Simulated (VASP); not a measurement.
A run of VASP 6.6.1 is set up as follows.

Contents of INCAR:

```
SYSTEM = Cd
PREC = Accurate
ENCUT = 630
EDIFF = 1E-6
ISMEAR = 0
SIGMA = 0.15
LREAL = .FALSE.
LASPH = .TRUE.
NELM = 120
ALGO = Normal
ISIF = 2
LWAVE = .FALSE.
LCHARG = .FALSE.
GGA = PE
NBANDS = 27
GGA_COMPAT = .FALSE.
```

Contents of KPOINTS:

```
Automatic mesh
0
G
  18 18 8
  0 0 0
```

The input POSCAR:

```
Cd
1.0
    2.8299288827      0.0000000000      0.0000000000
   -1.4149644413      2.4507903033      0.0000000000
    0.0000000000      0.0000000000      5.4772087500
Cd
2
Direct
    0.3333333333      0.6666666667      0.2500000000
    0.6666666667      0.3333333333      0.7500000000
```

Potentials or basis: VASP PAW PBE potentials, release 64 (Cd_sv_GW).

Run with:

```console
$ cat potpaw_PBE.64/Cd_sv_GW/POTCAR > POTCAR
$ mpirun -np 1 vasp_std > vasp.out
```

(1) Estimate the pressure.

(2) Estimate the band gap on the k mesh.

Results:

(1) 14.7 GPa.

(2) zero (bands 20 and 21 overlap by 5.02 eV).

Caveat: the cell differs from its parent crystal (strain -0.050 along x and y, -0.025 along z); the stress differs along the axes, from 10 to 17 GPa.
